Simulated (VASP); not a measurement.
Lu, 2 atoms in the cell. The structure is hexagonal, space group P6_3/mmc (No. 194). The conventional cell has a = 3.503 Å, b = 3.503 Å, c = 5.551 Å, α = 90.00°, β = 90.00°, γ = 120.00°. Lu (site symmetry -6m2) has 12 Lu at 3.43 to 3.50 Å within 4.5 Å. 

| Property | Result |
| --- | --- |
| Program | VASP 6.6.1 |
| Task | relaxation of cell and atoms |
| Functional | PBEsol |
| Potentials or basis | VASP PAW PBE potentials, release 64 (Lu) |
| Cutoff | 600 eV |
| k mesh | 7 × 7 × 4 |
| Occupations | methfessel-paxton, width 0.1 eV |
| Spin | no spin polarisation |
| Dipole correction | no |
| Further INCAR settings | ALGO = Normal; EDIFF = 1e-06; IBRION = 2; EDIFFG = -0.01; NSW = 60; ISIF = 3 |

Potentials or basis: VASP PAW PBE potentials, release 64 (Lu).

Launch:

```sh
$ cat potpaw_PBE.64/Lu/POTCAR > POTCAR
$ mpirun -np 1 vasp_std > vasp.out
```

Hardware: 1 thread of Intel(R) Xeon(R) Platinum 8559C (Emerald Rapids), on a shared host.

Q: How long does it take, and how much memory?

A: Wall time 4.5 min on 1 thread of Intel(R) Xeon(R) Platinum 8559C (Emerald Rapids) (shared host), peak memory 0.23 GiB. Counts: scf iterations 129, k points 24, ion steps 18.
